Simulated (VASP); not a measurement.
Write the native input for VASP 6.6.1 that does the following.

```
Task                   : single point
Functional             : PBE
Potentials or basis    : VASP PAW PBE potentials, release 64 (Ba_sv, Ca_sv)
Cutoff                 : 520 eV
k mesh                 : 14 × 14 × 14
Occupations            : gaussian, width 0.1 eV
Spin                   : no spin polarisation
Dipole correction      : no
Further INCAR settings : ALGO = Fast; EDIFF = 1e-07; NBANDS = 22
```

The structure of BaCa2 lies in POSCAR:

```
BaCa2
1.0
   -2.3401155425      2.3401155425      6.7018608930
    2.3401155425     -2.3401155425      6.7018608930
    2.3401155425      2.3401155425     -6.7018608930
Ba Ca
1 2
Direct
    0.0000000000      0.0000000000      0.0000000000
    0.6786287519      0.6786287519      0.0000000000
    0.3213712481      0.3213712481      0.0000000000
```

One way to write it, as run:

INCAR

```
SYSTEM = BaCa2
PREC = Accurate
ENCUT = 520
EDIFF = 1E-7
ISMEAR = 0
SIGMA = 0.1
LREAL = .FALSE.
LASPH = .TRUE.
NELM = 60
ALGO = Fast
ISIF = 2
LWAVE = .FALSE.
LCHARG = .FALSE.
GGA = PE
NBANDS = 22
```

KPOINTS

```
Automatic mesh
0
G
  14 14 14
  0 0 0
```

Potentials or basis: VASP PAW PBE potentials, release 64 (Ba_sv, Ca_sv).

Run with:

```console
$ cat potpaw_PBE.64/Ba_sv/POTCAR potpaw_PBE.64/Ca_sv/POTCAR > POTCAR
$ mpirun -np 1 vasp_std > vasp.out
```

Results of the run:

| Item | Value |
| --- | --- |
| Pressure | 0.0 GPa |
| Band gap on the k mesh | zero (bands 15 and 16 overlap by 0.30 eV) |

Caveat: spin-orbit coupling is left out, which moves the levels of the heavy elements.

Wall time 42 min on 1 thread of Intel(R) Xeon(R) 6975P-C (Granite Rapids) (shared host), peak memory 1 GiB.
